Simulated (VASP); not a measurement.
Write the native input for VASP 6.6.1 that does the following.

- Task: relaxation of cell and atoms
- Functional: PBE
- Potentials or basis: VASP PAW PBE potentials, release 64 (F)
- Cutoff: 600 eV
- k mesh: 21 × 21 × 21
- Occupations: fermi-dirac, width 0.08 eV
- Spin: no spin polarisation
- Target pressure: 53 GPa
- Dipole correction: no
- Further INCAR settings: ALGO = Normal; EDIFF = 1e-06; IBRION = 2; EDIFFG = -0.005; NSW = 32; ISIF = 3

The structure of F lies in POSCAR:

```
F
1.0
   -1.2036082526      1.2036082526      1.2036082526
    1.2036082526     -1.2036082526      1.2036082526
    1.2036082526      1.2036082526     -1.2036082526
F
1
Direct
    0.0000000000      0.0000000000      0.0000000000
```

One way to write it, as run:

INCAR

```
PREC = Accurate
ENCUT = 600
EDIFF = 1E-6
ISMEAR = -1
SIGMA = 0.08
LREAL = False
LASPH = True
NELM = 100
ALGO = Normal
ISIF = 3
LWAVE = False
LCHARG = False
GGA = PE
IBRION = 2
NSW = 32
EDIFFG = -0.005
PSTRESS = 530.0
```

KPOINTS

```
regular mesh
0
Gamma
  21 21 21
```

Potentials or basis: VASP PAW PBE potentials, release 64 (F).

Launch:

```console
$ cat potpaw_PBE.64/F/POTCAR > POTCAR
$ mpirun -np 1 vasp_std > vasp.out
```

It gave:

```
Relaxed volume                                             : 6.95 Å³/atom
Relaxed cell                                               : a = 2.082 Å, b = 2.082 Å, c = 2.082 Å, α = 109.47°, β = 109.47°, γ = 109.47°
Space group after relaxing (to 0.1 Å)                      : Im-3m (No. 229)
Energy change on relaxing (the run minimises the enthalpy) : +8.1 meV/atom
Ionic steps                                                : 3
Pressure after relaxing                                    : 53.0 GPa
Band gap on the k mesh                                     : zero (an odd number of electrons rules out a gap without spin polarisation)
```

Caveat: the cell is relaxed towards a set pressure, so the run minimises the enthalpy, not the energy; an odd number of electrons without spin polarisation forces a metal; a magnetic or distorted state may lie lower.

It took 32 s on 1 thread of Intel Xeon 8259CL, with other jobs on the host, peak memory 0.12 GiB.
